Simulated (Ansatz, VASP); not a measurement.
## Ti: VASP beside Ansatz

```
Ti
1.0
     0.00000    1.97722    2.12932
     1.97722    0.00000    2.12932
     1.97722    1.97722    0.00000
Ti
1
Direct
  0.00000 0.00000 0.00000
```

Change from the starting cell: strain -0.025 along x and y, +0.050 along z, atoms carried along.

Alike in both runs: task single point; functional PBEsol; k mesh 26 × 26 × 26; occupations gaussian, width 0.15 eV; no spin polarisation.

```csv
,VASP,Ansatz
version,VASP 6.6.1,Ansatz 0.2.0
potentials or method,"VASP PAW PBE potentials, release 64 (Ti_sv), cutoff 520 eV","scalar-relativistic, plane waves, PAW"
valence electrons in the cell,12,12
```

VASP gave:

| Quantity | Value |
| --- | --- |
| gap on the k mesh at the Fermi level (eV) | none |
| pressure (GPa) | -0.1 |
| traceless stress, the component that is largest in VASP (GPa) | -1.53 |

Q: What did Ansatz give for the same quantities?

A: gap on the k mesh at the Fermi level (eV): none; pressure (GPa): 0.2; traceless stress, the component that is largest in VASP (GPa): -1.51.

VASP's potentials were made for PBE, not for PBEsol. A gap of «none» marks a metal or a gap that the smearing closes. The functional is the same, so the differences come from potentials, cutoffs and numerics.
